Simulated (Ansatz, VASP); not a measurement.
Al: VASP beside Ansatz

The input INCAR:

```
ALGO = Normal
EDIFF = 1E-7
ENCUT = 520
GGA = PE
ISIF = 2
ISMEAR = -1
LASPH = True
LCHARG = False
LREAL = False
LWAVE = False
NBANDS = 10
NELM = 100
PREC = Accurate
SIGMA = 0.05
```

Contents of KPOINTS:

```
k-points
0
Gamma
  11 11 6
```

The input POSCAR:

```
Al
1.0
    2.8676155389      0.0000000000      0.0000000000
   -1.4338077694      2.4834279049      0.0000000000
    0.0000000000      0.0000000000      4.9623026648
Al
2
Direct
    0.3333333333      0.6666666667      0.2500000000
    0.6666666667      0.3333333333      0.7500000000
```

Contents of input.yaml:

```yaml
crystal:
  lattice:
    - [2.8676155389, 0.0, 0.0]
    - [-1.4338077694, 2.4834279049, 0.0]
    - [0.0, 0.0, 4.9623026648]
  atoms:
    - { symbol: Al, position: [0.3333333333, 0.6666666667, 0.25] }
    - { symbol: Al, position: [0.6666666667, 0.3333333333, 0.75] }
kpoints:
  mp_grid: { grid: [11, 11, 6] }
scf:
  occupations: { method: fermi_dirac, width: 0.05 }
hamiltonian:
  xc: pbe
  pseudopotentials: { kind: all_electron, lapw: { basis_error: 0.0005 } }
output:
  forces: true
  stress: true
  eigenvalues: true
```

Change from the starting cell: volume scaled by 1.06.

Alike in both runs: task single point; functional PBE; k mesh 11 × 11 × 6; occupations fermi-dirac, width 0.05 eV; no spin polarisation.

|  | VASP | Ansatz |
| --- | --- | --- |
| version | VASP 6.6.1 | Ansatz 0.2.0 |
| potentials or method | VASP PAW PBE potentials, release 64 (Al), cutoff 520 eV | all-electron LAPW, scalar-relativistic |

```tsv
	VASP	Ansatz	Ansatz less VASP
gap on the k mesh at the Fermi level (eV)	none	none	-
pressure (GPa)	-3.8	-3.7	+0.04
traceless stress, the component that is largest in VASP (GPa)	-2.25	-2.25	-0.006
```

A gap of «none» marks a metal or a gap that the smearing closes. Ansatz ran all-electron here, and VASP with PAW potentials.
